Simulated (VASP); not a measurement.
# PbSe (Pm-3m) in VASP: a series of runs, part 2 of 3

VASP 6.6.1. The steps go on from the part before.

### Step 3. Single point, PBEsol

This run uses another cell than the first one, of 26.28 Å³/atom, 1.032 times its volume.

Input file INCAR:

```
SYSTEM = PbSe
ALGO     = Normal         ! electronic algorithm
EDIFF    = 1E-6           ! SCF threshold, eV
ENCUT    = 500            ! plane-wave cutoff, eV
GGA      = PS             ! functional
GGA_COMPAT= .FALSE.      
ISIF     = 2              ! what is computed and relaxed
ISMEAR   = -1             ! smearing method
LASPH    = .TRUE.         ! aspherical terms in the spheres
LCHARG   = .TRUE.         ! write CHGCAR
LELF     = .TRUE.         ! ELF
LREAL    = .FALSE.        ! projectors in reciprocal space
LVHAR    = .TRUE.       
LWAVE    = .FALSE.        ! write WAVECAR
NBANDS   = 17             ! bands
NELM     = 120            ! most SCF steps
PREC     = Accurate       ! precision mode
SIGMA    = 0.05           ! smearing width, eV
```

Input file KPOINTS:

```
k-points
0
G
  6 6 6
  0 0 0
```

Input file POSCAR:

```
PbSe
1.0
    3.7460939116      0.0000000000      0.0000000000
    0.0000000000      3.7460939116      0.0000000000
    0.0000000000      0.0000000000      3.7460939116
Pb Se
1 1
Direct
    0.0000000000      0.0000000000      0.0000000000
    0.5000000000      0.5000000000      0.5000000000
```

Potentials or basis: VASP PAW PBE potentials, release 64 (Pb_d, Se).

Started as:

```bash
> cat potpaw_PBE.64/Pb_d/POTCAR potpaw_PBE.64/Se/POTCAR > POTCAR
> mpirun -np 1 vasp_std > vasp.out
```

OUTCAR:

```text
SYSTEM = PbSe
   EDIFF = 1E-6
   ENCUT = 500
   GGA = PS
   ISIF = 2
   ISMEAR = -1
   LASPH = .TRUE.
   LREAL = .FALSE.
   NELM = 120
   PREC = Accurate

 ion  position               nearest neighbor table
   1  0.000  0.000  0.000-   2 3.24   2 3.24   2 3.24   2 3.24   2 3.24   2 3.24   2 3.24   2 3.24

   2  0.500  0.500  0.500-   1 3.24   1 3.24   1 3.24   1 3.24   1 3.24   1 3.24   1 3.24   1 3.24

  LATTYP: Found a simple cubic cell.
 ALAT       =     3.7460939116

  Lattice vectors:

 A1 = (   3.7460939116,   0.0000000000,   0.0000000000)
 A2 = (   0.0000000000,   3.7460939116,   0.0000000000)
 A3 = (   0.0000000000,   0.0000000000,   3.7460939116)

Analysis of symmetry for initial positions (statically):
=====================================================================
 Subroutine PRICEL returns:
 Original cell was already a primitive cell.

 Routine SETGRP: Setting up the symmetry group for a
 simple cubic supercell.

 Subroutine GETGRP returns: Found 48 space group operations
 (whereof 48 operations were pure point group operations)
 out of a pool of 48 trial point group operations.

The static configuration has the point symmetry O_h .

Analysis of symmetry for dynamics (positions and initial velocities):
=====================================================================
 Subroutine PRICEL returns:
 Original cell was already a primitive cell.

 Routine SETGRP: Setting up the symmetry group for a
 simple cubic supercell.

 Subroutine GETGRP returns: Found 48 space group operations
 (whereof 48 operations were pure point group operations)
 out of a pool of 48 trial point group operations.

The dynamic configuration has the point symmetry O_h .

 Subroutine INISYM returns: Found 48 space group operations
 (whereof 48 operations are pure point group operations),
 and found     1 'primitive' translations

----------------------------------------------------------------------------------------
[... 105 lines left out ...]
   IALGO  =     38    algorithm
   IMIX   =      4    mixing-type and parameters
     AMIX     =   0.40;   BMIX     =  1.00
     AMIX_MAG =   1.60;   BMIX_MAG =  1.00
  volume/ion in A,a.u.               =      26.28       177.38
  Fermi-wavevector in a.u.,A,eV,Ry     =   1.186241  2.241670 19.145671  1.407167
  Thomas-Fermi vector in A             =   2.322418
   LORBIT       =      0    0 simple, 1 ext, 2 COOP (PROOUT), +10 PAW based schemes
   GGA     = PS    functional components
   LHFCALC =     F    Hartree Fock is set to
   AEXX    =    0.0000 exact exchange contribution
   IVDW    =     0    specifies the selected vdW correction
   LEPSILON=     F    determine dielectric tensor
   LRPA    =     F    only Hartree local field effects (RPA)
 non-spin polarized calculation
  energy-cutoff  :      500.00
  volume of cell :       52.57
 maximum number of plane-waves:      1357
 NGX is ok and might be reduce to    28
   NGX = 13   NGY = 13   NGZ = 13

 number of electron      20.0000009 magnetization

 Free energy of the ion-electron system (eV)
  ---------------------------------------------------
  ext. energy  EPLUGINS =         0.00000000
  ---------------------------------------------------
  free energy    TOTEN  =        -8.49383002 eV

  energy without entropy =       -8.48469455  energy(sigma->0) =       -8.48926228

 E-fermi :   5.5019     XC(G=0): -10.2658

 val. band max:        5.4886327315   @ k =   0.5000   0.5000   0.0000
 cond. band min:       5.5759915603   @ k =   0.5000   0.0000   0.0000
 fundamental gap:      0.0873588288
 Fermi energy:         5.5019308518

 k-point     1 :       0.0000    0.0000    0.0000
  band No.  band energies     occupation
      1     -11.3177      2.00000
      2     -11.3177      2.00000
      3     -11.1520      2.00000
      4     -11.1520      2.00000
      5     -11.1520      2.00000
      6      -7.9142      2.00000
[... 377 lines left out ...]
      4     -11.1018      2.00000
      5     -11.1018      2.00000
      6      -5.8356      2.00000
[... 9 lines left out ...]
     16      19.5168      0.00000
     17      23.0759      0.00000

------------------------ aborting loop because EDIFF is reached ----------------------------------------

  FORCE on cell =-STRESS in cart. coord.  units (eV):
  Direction    XX          YY          ZZ          XY          YZ          ZX
  --------------------------------------------------------------------------------------
  -------------------------------------------------------------------------------------
  Total       -0.6058717     -0.6058717     -0.6058717      0.0000000      0.0000000     -0.0000000
  in kB      -18.4652545    -18.4652545    -18.4652545      0.0000000      0.0000000     -0.0000000
  external PRESSURE =     -18.4652545 kB  Pullay stress =       0.0000000 kB

 VOLUME and BASIS-vectors are now :
 -----------------------------------------------------------------------------
  energy-cutoff  :      500.00
  volume of cell :       52.57
      direct lattice vectors                 reciprocal lattice vectors
     3.746093912  0.000000000  0.000000000     0.266944723  0.000000000  0.000000000
     0.000000000  3.746093912  0.000000000     0.000000000  0.266944723  0.000000000
     0.000000000  0.000000000  3.746093912     0.000000000  0.000000000  0.266944723

 POSITION                                       TOTAL-FORCE (eV/Angst)
 -----------------------------------------------------------------------------------
      0.00000      0.00000      0.00000         0.000000      0.000000      0.000000
      1.87305      1.87305      1.87305         0.000000      0.000000      0.000000
 -----------------------------------------------------------------------------------
    total drift:                               -0.000000      0.000000     -0.000000

  FREE ENERGIE OF THE ION-ELECTRON SYSTEM (eV)
  ---------------------------------------------------
  free  energy   TOTEN  =        -8.4938300223 eV

  energy  without entropy=       -8.4846945454  energy(sigma->0) =       -8.48926228
```

OSZICAR:

```text
N       E                     dE             d eps       ncg     rms          rms(c)
DAV:   1     0.152596169925E+03    0.15260E+03   -0.94963E+03   688   0.121E+03
DAV:   2     0.167727018656E+01   -0.15092E+03   -0.14546E+03   717   0.303E+02
DAV:   3    -0.863215035931E+01   -0.10309E+02   -0.10088E+02   883   0.844E+01
DAV:   4    -0.887040356335E+01   -0.23825E+00   -0.23806E+00   836   0.138E+01
DAV:   5    -0.887689180126E+01   -0.64882E-02   -0.64881E-02   954   0.228E+00    0.275E+00
DAV:   6    -0.850293915686E+01    0.37395E+00   -0.86195E-01  1023   0.694E+00    0.149E+00
DAV:   7    -0.849680975857E+01    0.61294E-02   -0.81947E-02   783   0.145E+00    0.826E-01
DAV:   8    -0.849690265902E+01   -0.92900E-04   -0.25480E-02   865   0.130E+00    0.239E-01
DAV:   9    -0.849475074303E+01    0.21519E-02   -0.21429E-02   986   0.986E-01    0.144E-01
DAV:  10    -0.849381247161E+01    0.93827E-03   -0.29783E-03   940   0.377E-01    0.253E-02
DAV:  11    -0.849383941580E+01   -0.26944E-04   -0.18975E-04   761   0.830E-02    0.137E-02
DAV:  12    -0.849383299325E+01    0.64226E-05   -0.63844E-06   805   0.140E-02    0.778E-03
DAV:  13    -0.849382998377E+01    0.30095E-05   -0.11703E-05   923   0.168E-02    0.745E-04
DAV:  14    -0.849383002226E+01   -0.38489E-07   -0.86604E-07   449   0.513E-03
   1 F= -.84938300E+01 E0= -.84892623E+01  d E =-.913548E-02
```

stdout:

```text
POSCAR found type information on POSCAR PbSe
 POSCAR found :  2 types and       2 ions
 scaLAPACK will be used
 -----------------------------------------------------------------------------
|                                                                             |
|                                                                             |
|     You enforced a specific xc type in the INCAR file but a different       |
|     I HOPE YOU KNOW WHAT YOU ARE DOING!                                     |
|                                                                             |
 -----------------------------------------------------------------------------

 LDA part: xc-table for (Slater+PW92), standard interpolation
 POSCAR, INCAR and KPOINTS ok, starting setup
 FFT: planning ... GRIDC
 FFT: planning ... GRID_SOFT
 FFT: planning ... GRID
 WAVECAR not read
 entering main loop
```

It took 12 s on 1 thread of Intel Xeon Platinum 8488C (Sapphire Rapids), shared host; peak memory 0.16 GiB.

Results:

```
Free energy            : -8.4938 eV
Pressure               : -1.8 GPa
Band gap on the k mesh : zero (band 10 reaches 5.66 eV, above the bottom of band 11 at 4.78 eV)
```

Caveat: the PAW data sets were made with another functional, which shifts forces and pressure a little; spin-orbit coupling is left out, which moves the levels of the heavy elements.

### Step 4. Single point, PBEsol

This run uses another cell than the first one, of 27.10 Å³/atom, 1.064 times its volume.

Input file INCAR:

```
PREC     = Accurate       # precision mode
ENCUT    = 500            # plane-wave cutoff, eV
EDIFF    = 1E-6           # SCF threshold, eV
ISMEAR   = -1             # smearing method
SIGMA    = 0.05           # smearing width, eV
LREAL    = F              # projectors in reciprocal space
LASPH    = T              # aspherical terms in the spheres
NELM     = 120            # most SCF steps
ALGO     = Normal         # electronic algorithm
ISIF     = 2              # what is computed and relaxed
LWAVE    = F              # write WAVECAR
LCHARG   = F              # write CHGCAR
GGA      = PS             # functional
NBANDS   = 17             # bands
GGA_COMPAT= F
```

Input file KPOINTS:

```
Automatic mesh
0
Gamma
  6 6 6
```

Input file POSCAR:

```
PbSe
1.0
    3.7843220000      0.0000000000      0.0000000000
    0.0000000000      3.7843220000      0.0000000000
    0.0000000000      0.0000000000      3.7843220000
Pb Se
1 1
Direct
    0.0000000000      0.0000000000      0.0000000000
    0.5000000000      0.5000000000      0.5000000000
```

Potentials or basis: VASP PAW PBE potentials, release 64 (Pb_d, Se).

Started as:

```bash
> cat potpaw_PBE.64/Pb_d/POTCAR potpaw_PBE.64/Se/POTCAR > POTCAR
> mpirun -np 1 vasp_std > vasp.out
```

OUTCAR:

```text
PREC = Accurate
   ENCUT = 500
   EDIFF = 1E-6
   ISMEAR = -1
   LREAL = F
   LASPH = T
   NELM = 120
   ISIF = 2
   GGA = PS

 ion  position               nearest neighbor table
   1  0.000  0.000  0.000-   2 3.28   2 3.28   2 3.28   2 3.28   2 3.28   2 3.28   2 3.28   2 3.28

   2  0.500  0.500  0.500-   1 3.28   1 3.28   1 3.28   1 3.28   1 3.28   1 3.28   1 3.28   1 3.28

  LATTYP: Found a simple cubic cell.
 ALAT       =     3.7843220000

  Lattice vectors:

 A1 = (   3.7843220000,   0.0000000000,   0.0000000000)
 A2 = (   0.0000000000,   3.7843220000,   0.0000000000)
 A3 = (   0.0000000000,   0.0000000000,   3.7843220000)

Analysis of symmetry for initial positions (statically):
=====================================================================
 Subroutine PRICEL returns:
 Original cell was already a primitive cell.

 Routine SETGRP: Setting up the symmetry group for a
 simple cubic supercell.

[... 156 lines left out ...]
  ---------------------------------------------------
  free energy    TOTEN  =        -8.46856972 eV

  energy without entropy =       -8.45859210  energy(sigma->0) =       -8.46358091

 E-fermi :   5.2039     XC(G=0): -10.1226

 val. band max:        5.1816218348   @ k =   0.5000   0.5000   0.0000
 cond. band min:       5.2059233882   @ k =   0.5000   0.3333   0.3333
 fundamental gap:      0.0243015534
 Fermi energy:         5.2039051964

 k-point     1 :       0.0000    0.0000    0.0000
  band No.  band energies     occupation
      1     -11.6525      2.00000
      2     -11.6525      2.00000
      3     -11.5017      2.00000
      4     -11.5017      2.00000
      5     -11.5017      2.00000
      6      -8.0384      2.00000
[... 377 lines left out ...]
      4     -11.4582      2.00000
      5     -11.4582      2.00000
      6      -6.1059      2.00000
[... 9 lines left out ...]
     16      18.8705      0.00000
     17      22.4622      0.00000

------------------------ aborting loop because EDIFF is reached ----------------------------------------

  FORCE on cell =-STRESS in cart. coord.  units (eV):
  Direction    XX          YY          ZZ          XY          YZ          ZX
  --------------------------------------------------------------------------------------
  -------------------------------------------------------------------------------------
  Total       -1.0820927     -1.0820927     -1.0820927      0.0000000      0.0000000     -0.0000000
  in kB      -31.9897479    -31.9897479    -31.9897479      0.0000000      0.0000000     -0.0000000
  external PRESSURE =     -31.9897479 kB  Pullay stress =       0.0000000 kB

 VOLUME and BASIS-vectors are now :
 -----------------------------------------------------------------------------
  energy-cutoff  :      500.00
  volume of cell :       54.20
      direct lattice vectors                 reciprocal lattice vectors
     3.784322000  0.000000000  0.000000000     0.264248127  0.000000000  0.000000000
     0.000000000  3.784322000  0.000000000     0.000000000  0.264248127  0.000000000
     0.000000000  0.000000000  3.784322000     0.000000000  0.000000000  0.264248127

 POSITION                                       TOTAL-FORCE (eV/Angst)
 -----------------------------------------------------------------------------------
      0.00000      0.00000      0.00000         0.000000      0.000000      0.000000
      1.89216      1.89216      1.89216         0.000000      0.000000      0.000000
 -----------------------------------------------------------------------------------
    total drift:                               -0.000000      0.000000     -0.000000

  FREE ENERGIE OF THE ION-ELECTRON SYSTEM (eV)
  ---------------------------------------------------
  free  energy   TOTEN  =        -8.4685697224 eV

  energy  without entropy=       -8.4585920964  energy(sigma->0) =       -8.46358091
```

OSZICAR:

```text
N       E                     dE             d eps       ncg     rms          rms(c)
DAV:   1     0.154684707341E+03    0.15468E+03   -0.92977E+03   688   0.116E+03
DAV:   2     0.294217590316E+01   -0.15174E+03   -0.14630E+03   729   0.304E+02
DAV:   3    -0.861001091874E+01   -0.11552E+02   -0.11308E+02   891   0.881E+01
DAV:   4    -0.886901019843E+01   -0.25900E+00   -0.25879E+00   828   0.145E+01
DAV:   5    -0.887719462675E+01   -0.81844E-02   -0.81839E-02   987   0.262E+00    0.273E+00
DAV:   6    -0.847798385071E+01    0.39921E+00   -0.94595E-01   997   0.693E+00    0.145E+00
DAV:   7    -0.847191591760E+01    0.60679E-02   -0.88646E-02   814   0.147E+00    0.829E-01
DAV:   8    -0.847295791263E+01   -0.10420E-02   -0.33231E-02   842   0.139E+00    0.292E-01
DAV:   9    -0.846964039545E+01    0.33175E-02   -0.28474E-02   994   0.107E+00    0.158E-01
DAV:  10    -0.846854919218E+01    0.10912E-02   -0.34657E-03   960   0.386E-01    0.274E-02
DAV:  11    -0.846857802485E+01   -0.28833E-04   -0.21096E-04   736   0.881E-02    0.129E-02
DAV:  12    -0.846857269792E+01    0.53269E-05   -0.51844E-06   805   0.129E-02    0.780E-03
DAV:  13    -0.846856969549E+01    0.30024E-05   -0.11882E-05   867   0.170E-02    0.825E-04
DAV:  14    -0.846856972241E+01   -0.26916E-07   -0.92723E-07   464   0.535E-03
   1 F= -.84685697E+01 E0= -.84635809E+01  d E =-.997763E-02
```

stdout:

```text
POSCAR found type information on POSCAR PbSe
 POSCAR found :  2 types and       2 ions
 scaLAPACK will be used
 -----------------------------------------------------------------------------
|                                                                             |
|                                                                             |
|     You enforced a specific xc type in the INCAR file but a different       |
|     I HOPE YOU KNOW WHAT YOU ARE DOING!                                     |
|                                                                             |
 -----------------------------------------------------------------------------

 LDA part: xc-table for (Slater+PW92), standard interpolation
 POSCAR, INCAR and KPOINTS ok, starting setup
 FFT: planning ... GRIDC
 FFT: planning ... GRID_SOFT
 FFT: planning ... GRID
 WAVECAR not read
 entering main loop
```

It took 15 s on 1 thread of Intel Xeon Platinum 8488C (Sapphire Rapids), shared host; peak memory 0.16 GiB.

Results:

| Item | Value |
| --- | --- |
| Free energy | -8.4686 eV |
| Pressure | -3.2 GPa |
| Band gap on the k mesh | zero (band 10 reaches 5.30 eV, above the bottom of band 11 at 4.54 eV) |

Caveat: the PAW data sets were made with another functional, which shifts forces and pressure a little; spin-orbit coupling is left out, which moves the levels of the heavy elements.

(Continued in part 3 of 3.)
